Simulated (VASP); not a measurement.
# In3O2 (R-3m) in VASP: single point with PBE

Aim: the single point of In3O2 with PBE.

Program: VASP 6.6.1. These are calculated values, not measurements. Logs are shortened: lines on timing, memory, paths and dates and some standing lists are left out, and cuts for length are marked.

## (1) The cell of the first run

It takes space group R-3m (No. 166, trigonal). Conventional cell: a = 7.210 Å, b = 7.210 Å, c = 7.577 Å, α = 90.00°, β = 90.00°, γ = 120.00°. Within 2.9 Å of In (site symmetry 2/m) lie 2 O at 2.20 Å. O (site symmetry 3m) has 3 In at 2.20 Å within 2.9 Å.

The cell was generated, and may not be a known phase.

## (2) Single point, PBE

INCAR reads:

```
SYSTEM = In3O2
ALGO     = Normal         ! electronic algorithm
EDIFF    = 1E-6           ! SCF threshold, eV
ENCUT    = 520            ! plane-wave cutoff, eV
GGA      = PE             ! functional
ISIF     = 2              ! what is computed and relaxed
ISMEAR   = 0              ! smearing method
LASPH    = .TRUE.         ! aspherical terms in the spheres
LCHARG   = .FALSE.        ! write CHGCAR
LREAL    = .FALSE.        ! projectors in reciprocal space
LWAVE    = .FALSE.        ! write WAVECAR
NBANDS   = 34             ! bands
NELM     = 100            ! most SCF steps
PREC     = Accurate       ! precision mode
SIGMA    = 0.1            ! smearing width, eV
```

KPOINTS reads:

```
k-points
0
G
  12 12 12
  0 0 0
```

POSCAR reads:

```
In3O2
1.0
    3.6049376927      2.0813117473      2.5257396408
   -3.6049376927      2.0813117473      2.5257396408
    0.0000000000     -4.1626234945      2.5257396409
In O
3 2
Direct
    0.0000000000      0.5000000000      0.0000000000
    0.0000000000      0.0000000000      0.5000000000
    0.5000000000      0.0000000000      0.0000000000
    0.7409728779      0.7409728779      0.7409728779
    0.2590271221      0.2590271221      0.2590271221
```

Potentials or basis: VASP PAW PBE potentials, release 64 (In_d, O).

Command:

```bash
> cat potpaw_PBE.64/In_d/POTCAR potpaw_PBE.64/O/POTCAR > POTCAR
> mpirun -np 1 vasp_std > vasp.out
```

OUTCAR:

```text
SYSTEM = In3O2
   EDIFF = 1E-6
   ENCUT = 520
   GGA = PE
   ISIF = 2
   ISMEAR = 0
   LASPH = .TRUE.
   LREAL = .FALSE.
   NELM = 100
   PREC = Accurate

 ion  position               nearest neighbor table
   1  0.000  0.500  0.000-   4 2.20   5 2.20   3 3.27   3 3.27   2 3.27   2 3.27   2 3.60   2 3.60
                             3 3.60   3 3.60
   2  0.000  0.000  0.500-   4 2.20   5 2.20   1 3.27   3 3.27   1 3.27   3 3.27   1 3.60   1 3.60
                             3 3.60   3 3.60
   3  0.500  0.000  0.000-   4 2.20   5 2.20   1 3.27   1 3.27   2 3.27   2 3.27   2 3.60   2 3.60
                             1 3.60   1 3.60
   4  0.741  0.741  0.741-   2 2.20   1 2.20   3 2.20
   5  0.259  0.259  0.259-   2 2.20   1 2.20   3 2.20

  LATTYP: Found a trigonal (rhomboedric) cell.
 ALAT       =     4.8689624245
 COS(alpha) =    -0.0963587207

  Lattice vectors:

 A1 = (   3.6049376927,   2.0813117473,   2.5257396408)
 A2 = (  -3.6049376927,   2.0813117473,   2.5257396408)
 A3 = (   0.0000000000,  -4.1626234945,   2.5257396409)

Analysis of symmetry for initial positions (statically):
=====================================================================
 Subroutine PRICEL returns:
 Original cell was already a primitive cell.

 Routine SETGRP: Setting up the symmetry group for a
 trigonal (rhombohedral) supercell.

 Subroutine GETGRP returns: Found 12 space group operations
 (whereof 12 operations were pure point group operations)
 out of a pool of 12 trial point group operations.

The static configuration has the point symmetry D_3d.

Analysis of symmetry for dynamics (positions and initial velocities):
=====================================================================
 Subroutine PRICEL returns:
 Original cell was already a primitive cell.

 Routine SETGRP: Setting up the symmetry group for a
 trigonal (rhombohedral) supercell.

 Subroutine GETGRP returns: Found 12 space group operations
 (whereof 12 operations were pure point group operations)
 out of a pool of 12 trial point group operations.

The dynamic configuration has the point symmetry D_3d.

 Subroutine INISYM returns: Found 12 space group operations
 (whereof 12 operations are pure point group operations),
 and found     1 'primitive' translations

----------------------------------------------------------------------------------------

                                     Primitive cell

  volume of cell :     113.7037

  direct lattice vectors                    reciprocal lattice vectors
     3.604937693  2.081311747  2.525739641     0.138698652  0.080077704  0.131974542
    -3.604937693  2.081311747  2.525739641    -0.138698652  0.080077704  0.131974542
     0.000000000 -4.162623495  2.525739641     0.000000000 -0.160155409  0.131974542

  length of vectors
     4.868962424  4.868962424  4.868962424     0.207525986  0.207525986  0.207525986

  position of ions in fractional coordinates (direct lattice)
     0.000000000  0.500000000  1.000000000
     0.000000000  0.000000000  0.500000000
     0.500000000  0.000000000  1.000000000
     0.740972878  0.740972878  0.740972878
     0.259027122  0.259027122  0.259027122

  ion indices of the primitive-cell ions
   primitive index   ion index
                 1           1
                 2           2
                 3           3
                 4           4
                 5           5

----------------------------------------------------------------------------------------

 KPOINTS: k-points

Automatic generation of k-mesh.
 Grid dimensions read from file:
 generate k-points for:   12   12   12

 Generating k-lattice:

  Cartesian coordinates                     Fractional coordinates (reciprocal lattice)
     0.011558221  0.006673142  0.010997879     0.083333333  0.000000000  0.000000000
    -0.011558221  0.006673142  0.010997879     0.000000000  0.083333333  0.000000000
     0.000000000 -0.013346284  0.010997879    -0.000000000 -0.000000000  0.083333333

  Length of vectors
     0.017293832  0.017293832  0.017293832

  Shift w.r.t. Gamma in fractional coordinates (k-lattice)
     0.000000000  0.000000000  0.000000000

 Subroutine IBZKPT returns following result:
 ===========================================

 Found    189 irreducible k-points:

 Following reciprocal coordinates:
            Coordinates               Weight
  0.000000  0.000000  0.000000      1.000000
  0.083333  0.000000  0.000000      6.000000
  0.166667 -0.000000 -0.000000      6.000000
  0.250000  0.000000 -0.000000      6.000000
  0.333333 -0.000000 -0.000000      6.000000
  0.416667  0.000000 -0.000000      6.000000
[... 16 lines left out ...]
  0.500000  0.166667 -0.000000     12.000000
 -0.416667  0.166667  0.000000     12.000000
 [... further k-points ...]
   k-points           NKPTS =    189   k-points in BZ     NKDIM =    189   number of bands    NBANDS=     34
   number of dos      NEDOS =    301   number of ions     NIONS =      5
   total plane-waves  NPLWV =  46656
   dimension x,y,z NGX =    36 NGY =   36 NGZ =   36
   dimension x,y,z NGXF=    72 NGYF=   72 NGZF=   72
   ions per type =               3   2
   NGX,Y,Z   is equivalent  to a cutoff of  12.29, 12.29, 12.29 a.u.
   NGXF,Y,Z  is equivalent  to a cutoff of  24.58, 24.58, 24.58 a.u.
 SYSTEM =  In3O2
   PREC   = accura    normal or accurate (medium, high low for compatibility)
   ISTART =      0    job   : 0-new  1-cont  2-samecut
   ICHARG =      2    charge: 1-file 2-atom 10-const
   ISPIN  =      1    spin polarized calculation?
   LNONCOLLINEAR =      F non collinear calculations
   LSORBIT =      F    spin-orbit coupling
   LASPH  =      T    aspherical Exc in radial PAW
   ENCUT  =  520.0 eV  38.22 Ry    6.18 a.u.   9.05  9.05  9.05*2*pi/ulx,y,z
   NELM   =    100;   NELMIN=  2; NELMDL= -5     # of ELM steps
   EDIFF  = 0.1E-05   stopping-criterion for ELM
   LREAL  =      F    real-space projection
   EDIFFG = 0.1E-04   stopping-criterion for IOM
   NSW    =      0    number of steps for IOM
   IBRION =     -1    ionic relax: 0-MD 1-quasi-New 2-CG
   NFREE  =      0    steps in history (QN), initial steepest desc. (CG)
   ISIF   =      2    stress and relaxation
   ISYM   =      2    0-nonsym 1-usesym 2-fastsym
   POTIM  = 0.5000    time-step for ionic-motion
   TEBEG  =    0.0;   TEEND  =   0.0 temperature during run
   PSTRESS=    0.0 pullay stress
   NELECT =      51.0000    total number of electrons
   NUPDOWN=      -1.0000    fix difference up-down
   EMIN   =  10.00;   EMAX   =-10.00  energy-range for DOS
   EFERMI =   0.00;   METHOD = LEGACY
   ISMEAR =     0;   SIGMA  =   0.10  broadening in eV -4-tet -1-fermi 0-gaus
   EFERMI_NEDOS =   21; number of points for ismear=-14 and -15
   IALGO  =     38    algorithm
   IMIX   =      4    mixing-type and parameters
     AMIX     =   0.40;   BMIX     =  1.00
     AMIX_MAG =   1.60;   BMIX_MAG =  1.00
  volume/ion in A,a.u.               =      22.74       153.46
  Fermi-wavevector in a.u.,A,eV,Ry     =   1.253160  2.368130 21.366737  1.570411
  Thomas-Fermi vector in A             =   2.387026
   LORBIT       =      0    0 simple, 1 ext, 2 COOP (PROOUT), +10 PAW based schemes
   GGA     = PE    functional components
   LHFCALC =     F    Hartree Fock is set to
   AEXX    =    0.0000 exact exchange contribution
   IVDW    =     0    specifies the selected vdW correction
   LEPSILON=     F    determine dielectric tensor
   LRPA    =     F    only Hartree local field effects (RPA)
 non-spin polarized calculation
 Gauss-broadening in eV      SIGMA  =   0.10
  energy-cutoff  :      520.00
  volume of cell :      113.70
 maximum number of plane-waves:      3097
   NGX = 19   NGY = 19   NGZ = 19

 number of electron      51.0000037 magnetization

 Free energy of the ion-electron system (eV)
  ---------------------------------------------------
  ext. energy  EPLUGINS =         0.00000000
  ---------------------------------------------------
  free energy    TOTEN  =       -19.32879213 eV

  energy without entropy =      -19.29825946  energy(sigma->0) =      -19.31352580

 E-fermi :   4.5689     XC(G=0):  -9.2452

 val. band max:        4.5668382248   @ k =  -0.1667  -0.4167   0.0833
 cond. band min:       4.5697302932   @ k =   0.5000   0.5000   0.4167
 fundamental gap:      0.0028920683
 Fermi energy:         4.5688702547

 k-point     1 :       0.0000    0.0000    0.0000
  band No.  band energies     occupation
      1     -13.9110      2.00000
      2     -13.1792      2.00000
      3     -10.0803      2.00000
      4     -10.0803      2.00000
      5      -9.9618      2.00000
      6      -9.8546      2.00000
[... 26 lines left out ...]
     33      11.3578      0.00000
     34      12.0470      0.00000

 k-point     2 :       0.0833    0.0000    0.0000
  band No.  band energies     occupation
      1     -13.9015      2.00000
      2     -13.1933      2.00000
      3     -10.0760      2.00000
      4     -10.0731      2.00000
      5      -9.9575      2.00000
      6      -9.8537      2.00000
[... 26 lines left out ...]
     33      11.2268      0.00000
     34      12.1076      0.00000

 k-point     3 :       0.1667   -0.0000   -0.0000
  band No.  band energies     occupation
      1     -13.8736      2.00000
      2     -13.2332      2.00000
      3     -10.0645      2.00000
      4     -10.0519      2.00000
      5      -9.9452      2.00000
      6      -9.8514      2.00000
[... 26 lines left out ...]
     33      11.4961      0.00000
     34      12.1632      0.00000
[... 704 lines left out ...]
 k-point    23 :       0.5000    0.1667   -0.0000
  band No.  band energies     occupation
      1     -13.6814      2.00000
      2     -13.4713      2.00000
      3     -10.0047      2.00000
      4      -9.9207      2.00000
      5      -9.8724      2.00000
      6      -9.8475      2.00000
[... 26 lines left out ...]
     33      11.4567      0.00000
     34      12.2557      0.00000

 k-point    24 :      -0.4167    0.1667    0.0000
  band No.  band energies     occupation
      1     -13.6634      2.00000
      2     -13.4925      2.00000
      3     -10.0140      2.00000
      4      -9.9589      2.00000
      5      -9.8824      2.00000
      6      -9.8441      2.00000
[... 26 lines left out ...]
     33      11.3578      0.00000
     34      12.0756      0.00000

 [... further k-points ...]

------------------------ aborting loop because EDIFF is reached ----------------------------------------

  FORCE on cell =-STRESS in cart. coord.  units (eV):
  Direction    XX          YY          ZZ          XY          YZ          ZX
  --------------------------------------------------------------------------------------
  -------------------------------------------------------------------------------------
  Total        0.0990052      0.0990052     -0.0059727      0.0000000     -0.0000000      0.0000000
  in kB        1.3950629      1.3950629     -0.0841604      0.0000000     -0.0000000      0.0000000
  external PRESSURE =       0.9019885 kB  Pullay stress =       0.0000000 kB

 VOLUME and BASIS-vectors are now :
 -----------------------------------------------------------------------------
  energy-cutoff  :      520.00
  volume of cell :      113.70
      direct lattice vectors                 reciprocal lattice vectors
     3.604937693  2.081311747  2.525739641     0.138698652  0.080077704  0.131974542
    -3.604937693  2.081311747  2.525739641    -0.138698652  0.080077704  0.131974542
     0.000000000 -4.162623495  2.525739641     0.000000000 -0.160155409  0.131974542

 POSITION                                       TOTAL-FORCE (eV/Angst)
 -----------------------------------------------------------------------------------
     -1.80247      1.04066      1.26287         0.000000     -0.000000     -0.000000
      0.00000     -2.08131      1.26287        -0.000000      0.000000     -0.000000
      1.80247      1.04066      1.26287         0.000000     -0.000000     -0.000000
      0.00000      0.00000      5.61451         0.000000     -0.000000     -0.023291
      0.00000      0.00000      1.96271         0.000000      0.000000      0.023291
 -----------------------------------------------------------------------------------
    total drift:                                0.000000      0.000000      0.000000

  FREE ENERGIE OF THE ION-ELECTRON SYSTEM (eV)
  ---------------------------------------------------
  free  energy   TOTEN  =       -19.3287921349 eV

  energy  without entropy=      -19.2982594597  energy(sigma->0) =      -19.31352580
```

It took 6.4 min on 1 thread of Intel Xeon Platinum 8488C (Sapphire Rapids), shared host; peak memory 0.61 GiB.

Results:

- Free energy: -19.3288 eV
- Pressure: 0.1 GPa
- Largest force: 0.023 eV/Å
- Band gap on the k mesh: zero (an odd number of electrons rules out a gap without spin polarisation)

Forces in eV/Å, atoms in the order of the input:
```
In   0.000  0.000  0.000
In   0.000  0.000  0.000
In   0.000  0.000  0.000
O    0.000  0.000 -0.023
O    0.000  0.000  0.023
```

Stress tensor (GPa, compression positive):
```
 0.14  0.00  0.00
 0.00  0.14  0.00
 0.00  0.00 -0.01
```

Levels at points of the mesh, in eV from the Fermi level:
| k point | band 23 | band 24 | band 25 | band 26 | band 27 | band 28 |
| --- | --- | --- | --- | --- | --- | --- |
| (0.00, 0.00, 0.00) | -2.61 | -2.44 | -0.83 | -0.83 | 1.94 | 1.94 |
| (0.50, 0.00, 0.00) | -2.86 | -1.23 | -1.18 | 0.11 | 0.75 | 3.51 |
| (0.50, 0.50, 0.00) | -2.68 | -1.60 | -1.57 | 0.13 | 0.63 | 3.10 |
| (0.50, 0.50, 0.50) | -3.11 | 0.05 | 0.05 | 0.32 | 0.53 | 0.53 |

Caveat: spin-orbit coupling is left out, which moves the levels of the heavy elements.
